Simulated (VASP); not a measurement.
## HfN: single point with r2SCAN

Crystal: HfN.

```
CELL_PARAMETERS angstrom
0.00000 2.45482 2.45482
2.45482 0.00000 2.45482
2.45482 2.45482 0.00000
ATOMIC_POSITIONS crystal
Hf 0.00000 0.00000 0.00000
N 0.25000 0.25000 0.25000
```

- Program: VASP 6.6.1
- Task: single point
- Functional: r2SCAN
- Potentials or basis: VASP PAW PBE potentials, release 64 (Hf_pv, N)
- Cutoff: 520 eV
- k mesh: 8 × 8 × 8
- Occupations: gaussian, width 0.1 eV
- Spin: no spin polarisation

```json
{
 "Pressure": "-3.8 GPa"
}
```

Levels at points of the mesh, in eV from the Fermi level:
| k point | band 5 | band 6 | band 7 | band 8 | band 9 | band 10 | band 11 | band 12 |
| --- | --- | --- | --- | --- | --- | --- | --- | --- |
| (0.00, 0.00, 0.00) | -5.79 | -5.79 | -5.79 | -0.66 | 2.49 | 2.49 | 6.93 | 6.93 |
| (0.50, 0.00, 0.00) | -6.06 | -5.17 | -5.17 | 1.58 | 3.01 | 3.01 | 4.70 | 5.49 |
| (0.50, 0.50, 0.00) | -7.16 | -3.92 | -3.92 | -1.25 | 2.50 | 4.35 | 4.87 | 4.87 |

Run time: 84 s on 1 thread of AMD EPYC 7R13, on a shared host, peak memory 0.14 GiB.

Caveat: the PAW data sets were made with another functional, which shifts forces and pressure a little; spin-orbit coupling is left out, which moves the levels of the heavy elements.
